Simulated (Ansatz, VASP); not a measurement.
In in VASP and in Ansatz

```
In
1.0
     3.37774    0.00000    0.00000
    -1.31953    5.55184    0.00000
     0.00000    0.00000   24.76802
In
8
Direct
  0.71135 0.44772 0.30281
  0.42271 0.89545 0.35915
  0.13406 0.34317 0.41549
  0.84541 0.79089 0.47183
  0.55677 0.23861 0.52817
  0.26812 0.68634 0.58451
  0.97947 0.13406 0.64085
  0.69083 0.58178 0.69719
```

Alike in both runs: task single point; functional PBE; k mesh 8 × 5 × 1; occupations fermi-dirac, width 0.05 eV; no spin polarisation.

```csv
,VASP,Ansatz
version,VASP 6.6.1,Ansatz 0.2.0
potentials or method,"VASP PAW PBE potentials, release 64 (In_d)",Ansatz PAW
plane-wave cutoff (eV),520,420
valence electrons in the cell,104,104
```

Ansatz gave:

```
gap on the k mesh at the Fermi level (eV) : none
rms of the force components (eV/Å)        : 0.066
```

Question: What did VASP give for the same quantities?

Answer: gap on the k mesh at the Fermi level (eV): none; rms of the force components (eV/Å): 0.067.

Atom by atom the forces differ by 0.001 eV/Å (rms over components). A gap of «none» marks a metal or a gap that the smearing closes.
